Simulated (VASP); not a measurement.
W, 1 atom in the cell. Symmetry: Fm-3m, No. 225, cubic system. Conventional cell: a = 4.060 Å, b = 4.060 Å, c = 4.060 Å, α = 90.00°, β = 90.00°, γ = 90.00°. Within 3.8 Å of W (site symmetry m-3m) lie 12 W at 2.87 Å. 

* Program: VASP 6.6.1
* Task: single point
* Functional: r2SCAN
* Potentials or basis: VASP PAW PBE potentials, release 64 (W_sv)
* Cutoff: 520 eV
* k mesh: 14 × 14 × 14
* Occupations: fermi-dirac, width 0.5 eV
* Spin: no spin polarisation
* Dipole correction: no
* Further INCAR settings: ALGO = Normal; EDIFF = 1e-07; NBANDS = 13

Potentials or basis: VASP PAW PBE potentials, release 64 (W_sv).

The run is started by

```console
$ cat potpaw_PBE.64/W_sv/POTCAR > POTCAR
$ cp INCAR.step1 INCAR
$ mpirun -np 1 vasp_std > vasp.out
$ cp INCAR.step2 INCAR
$ mpirun -np 1 vasp_std > vasp.out
```

Hardware: 1 thread of Intel(R) Xeon(R) 6975P-C (Granite Rapids), with other jobs on the host.

Q: How long does it take, and how much memory?

A: It took 29 s on 1 thread of Intel(R) Xeon(R) 6975P-C (Granite Rapids) (shared host), peak memory 0.16 GiB. Counts: k points 104.
